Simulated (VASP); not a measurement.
# Hf2N (P4_2/mnm) in VASP: notebook, part 2 of 2

VASP 6.6.1. Earlier steps stand in the parts before.

### 3 Single point, PBEsol

Contents of INCAR:

```
  PREC = Accurate
  ENCUT = 520
  EDIFF = 1E-6
  ISMEAR = 0
  SIGMA = 0.1
  LREAL = F
  LASPH = T
  NELM = 60
  ALGO = Normal
  ISIF = 2
  LWAVE = F
  LCHARG = F
  GGA = PS
  NBANDS = 34
```

Contents of KPOINTS:

```
regular mesh
0
Gamma
  8 8 12
```

Contents of POSCAR:

```
Hf2N
1.0
    5.3131240200      0.0000000000      0.0000000000
    0.0000000000      5.3131240200      0.0000000000
    0.0000000000      0.0000000000      3.2420983900
Hf N
4 2
Direct
    0.2955363700      0.2955363700      0.0000000000
    0.7044636300      0.7044636300      0.0000000000
    0.7955363700      0.2044636300      0.5000000000
    0.2044636300      0.7955363700      0.5000000000
    0.0000000000      0.0000000000      0.0000000000
    0.5000000000      0.5000000000      0.5000000000
```

Potentials or basis: VASP PAW PBE potentials, release 64 (Hf_pv, N).

Command:

```bash
> cat potpaw_PBE.64/Hf_pv/POTCAR potpaw_PBE.64/N/POTCAR > POTCAR
> mpirun -np 1 vasp_std > vasp.out
```

OUTCAR:

```text
PREC = Accurate
   ENCUT = 520
   EDIFF = 1E-6
   ISMEAR = 0
   LREAL = F
   LASPH = T
   NELM = 60
   ISIF = 2
   GGA = PS

 ion  position               nearest neighbor table
   1  0.296  0.296  0.000-   5 2.22   6 2.23   6 2.23   2 3.07   4 3.15   3 3.15   4 3.15   3 3.15
                             4 3.15   4 3.15   3 3.15   3 3.15   2 3.82   2 3.82
   2  0.704  0.704  0.000-   5 2.22   6 2.23   6 2.23   1 3.07   4 3.15   3 3.15   4 3.15   3 3.15
                             3 3.15   3 3.15   4 3.15   4 3.15   1 3.82   1 3.82
   3  0.796  0.204  0.500-   6 2.22   5 2.23   5 2.23   4 3.07   1 3.15   1 3.15   2 3.15   2 3.15
                             2 3.15   2 3.15   1 3.15   1 3.15   4 3.82   4 3.82
   4  0.204  0.796  0.500-   6 2.22   5 2.23   5 2.23   3 3.07   1 3.15   1 3.15   2 3.15   2 3.15
                             1 3.15   1 3.15   2 3.15   2 3.15   3 3.82   3 3.82
   5  0.000  0.000  0.000-   1 2.22   2 2.22   3 2.23   4 2.23   3 2.23   4 2.23
   6  0.500  0.500  0.500-   3 2.22   4 2.22   1 2.23   2 2.23   1 2.23   2 2.23

  LATTYP: Found a simple tetragonal cell.
 ALAT       =     5.3131240200
 C/A-ratio  =     0.6102056677

  Lattice vectors:

 A1 = (   5.3131240200,   0.0000000000,   0.0000000000)
 A2 = (   0.0000000000,   5.3131240200,   0.0000000000)
 A3 = (   0.0000000000,   0.0000000000,   3.2420983900)

Analysis of symmetry for initial positions (statically):
=====================================================================
 Subroutine PRICEL returns:
 Original cell was already a primitive cell.

 Routine SETGRP: Setting up the symmetry group for a
 simple tetragonal supercell.

 Subroutine GETGRP returns: Found 16 space group operations
 (whereof  8 operations were pure point group operations)
 out of a pool of 16 trial point group operations.

The static configuration has the point symmetry D_2h.
 The point group associated with its full space group is D_4h.

Analysis of symmetry for dynamics (positions and initial velocities):
=====================================================================
 Subroutine PRICEL returns:
 Original cell was already a primitive cell.

 Routine SETGRP: Setting up the symmetry group for a
 simple tetragonal supercell.

[... 140 lines left out ...]
   AEXX    =    0.0000 exact exchange contribution
   IVDW    =     0    specifies the selected vdW correction
   LEPSILON=     F    determine dielectric tensor
   LRPA    =     F    only Hartree local field effects (RPA)
 non-spin polarized calculation
 Gauss-broadening in eV      SIGMA  =   0.10
  energy-cutoff  :      520.00
  volume of cell :       91.52
 maximum number of plane-waves:      2496
 NGX is ok and might be reduce to    40
   NGX = 19   NGY = 19   NGZ = 13

 number of electron      50.0000008 magnetization

 Free energy of the ion-electron system (eV)
  ---------------------------------------------------
  ext. energy  EPLUGINS =         0.00000000
  ---------------------------------------------------
  free energy    TOTEN  =       -67.49065104 eV

  energy without entropy =      -67.47793116  energy(sigma->0) =      -67.48429110

 E-fermi :   5.8034     XC(G=0): -12.1054

 val. band max:        5.8033012346   @ k =   0.2500   0.2500   0.3333
 cond. band min:       5.8074187488   @ k =   0.2500   0.2500   0.2500
 fundamental gap:      0.0041175142
 Fermi energy:         5.8033921198

 k-point     1 :       0.0000    0.0000    0.0000
  band No.  band energies     occupation
      1     -25.3419      2.00000
      2     -24.8456      2.00000
      3     -24.7827      2.00000
      4     -24.7827      2.00000
      5     -24.5566      2.00000
      6     -24.4111      2.00000
[... 877 lines left out ...]
     33       9.8149      0.00000
     34       9.8149      0.00000

 [... further k-points ...]

------------------------ aborting loop because EDIFF is reached ----------------------------------------

  FORCE on cell =-STRESS in cart. coord.  units (eV):
  Direction    XX          YY          ZZ          XY          YZ          ZX
  --------------------------------------------------------------------------------------
  -------------------------------------------------------------------------------------
  Total       -1.7448944     -1.7448944     -2.1023143      0.0000000      0.0000000      0.0000000
  in kB      -30.5459499    -30.5459499    -36.8029077      0.0000000      0.0000000      0.0000000
  external PRESSURE =     -32.6316025 kB  Pullay stress =       0.0000000 kB

 VOLUME and BASIS-vectors are now :
 -----------------------------------------------------------------------------
  energy-cutoff  :      520.00
  volume of cell :       91.52
      direct lattice vectors                 reciprocal lattice vectors
     5.313124020  0.000000000  0.000000000     0.188213186  0.000000000  0.000000000
     0.000000000  5.313124020  0.000000000     0.000000000  0.188213186  0.000000000
     0.000000000  0.000000000  3.242098390     0.000000000  0.000000000  0.308442212

 POSITION                                       TOTAL-FORCE (eV/Angst)
 -----------------------------------------------------------------------------------
      1.57022      1.57022      0.00000         0.008737      0.008737      0.000000
      3.74290      3.74290      0.00000        -0.008737     -0.008737      0.000000
      4.22678      1.08634      1.62105         0.008737     -0.008737      0.000000
      1.08634      4.22678      1.62105        -0.008737      0.008737      0.000000
      0.00000      0.00000      0.00000         0.000000      0.000000      0.000000
      2.65656      2.65656      1.62105         0.000000      0.000000      0.000000
 -----------------------------------------------------------------------------------
    total drift:                                0.000000      0.000000      0.000000

  FREE ENERGIE OF THE ION-ELECTRON SYSTEM (eV)
  ---------------------------------------------------
  free  energy   TOTEN  =       -67.4906510444 eV

  energy  without entropy=      -67.4779311629  energy(sigma->0) =      -67.48429110
```

OSZICAR:

```text
N       E                     dE             d eps       ncg     rms          rms(c)
DAV:   1     0.219152012116E+03    0.21915E+03   -0.27522E+04  7156   0.144E+03
DAV:   2    -0.593452705838E+02   -0.27850E+03   -0.26688E+03  8822   0.358E+02
DAV:   3    -0.739152397608E+02   -0.14570E+02   -0.14185E+02  9240   0.594E+01
DAV:   4    -0.741645677578E+02   -0.24933E+00   -0.24818E+00  8804   0.818E+00
DAV:   5    -0.741697148183E+02   -0.51471E-02   -0.51396E-02  9084   0.979E-01    0.103E+02
DAV:   6    -0.679304853480E+02    0.62392E+01   -0.33967E+01  8514   0.234E+01    0.724E+01
DAV:   7    -0.677035016789E+02    0.22698E+00   -0.54202E+00  8466   0.106E+01    0.190E+01
DAV:   8    -0.675014711272E+02    0.20203E+00   -0.85687E-01  8938   0.395E+00    0.284E+00
DAV:   9    -0.674954162844E+02    0.60548E-02   -0.16752E-01  8406   0.180E+00    0.293E+00
DAV:  10    -0.674908293863E+02    0.45869E-02   -0.34648E-02  8690   0.797E-01    0.980E-01
DAV:  11    -0.674908344617E+02   -0.50753E-05   -0.45657E-03  8752   0.311E-01    0.707E-01
DAV:  12    -0.674906512769E+02    0.18318E-03   -0.49632E-04  8554   0.991E-02    0.278E-01
DAV:  13    -0.674906509184E+02    0.35848E-06   -0.11246E-04  8874   0.423E-02    0.953E-03
DAV:  14    -0.674906510444E+02   -0.12598E-06   -0.30135E-06  7396   0.906E-03
   1 F= -.67490651E+02 E0= -.67484291E+02  d E =-.127199E-01
```

stdout:

```text
POSCAR found type information on POSCAR HfN
 POSCAR found :  2 types and       6 ions
 scaLAPACK will be used
 -----------------------------------------------------------------------------
|                                                                             |
|                                                                             |
|     You enforced a specific xc type in the INCAR file but a different       |
|     I HOPE YOU KNOW WHAT YOU ARE DOING!                                     |
|                                                                             |
 -----------------------------------------------------------------------------

 LDA part: xc-table for (Slater+PW92), standard interpolation
 POSCAR, INCAR and KPOINTS ok, starting setup
 FFT: planning ... GRIDC
 FFT: planning ... GRID_SOFT
 FFT: planning ... GRID
 WAVECAR not read
 entering main loop
```

Run time: 6 min. Hardware: 1 thread of Intel Xeon 8259CL, shared host; peak memory 0.37 GiB.

Results:

```
Free energy            : -67.4907 eV
Pressure               : -3.3 GPa
Largest force          : 0.012 eV/Å
Band gap on the k mesh : zero (bands 25 and 26 overlap by 2.66 eV)
```

Forces in eV/Å, atoms in the order of the input:
```
Hf   0.009  0.009  0.000
Hf  -0.009 -0.009  0.000
Hf   0.009 -0.009  0.000
Hf  -0.009  0.009  0.000
N    0.000  0.000  0.000
N    0.000  0.000  0.000
```

Stress tensor (GPa, compression positive):
```
-3.05  0.00  0.00
 0.00 -3.05  0.00
 0.00  0.00 -3.68
```

Caveat: the cell stands under tension; the PAW data sets were made with another functional, which shifts forces and pressure a little; spin-orbit coupling is left out, which moves the levels of the heavy elements.
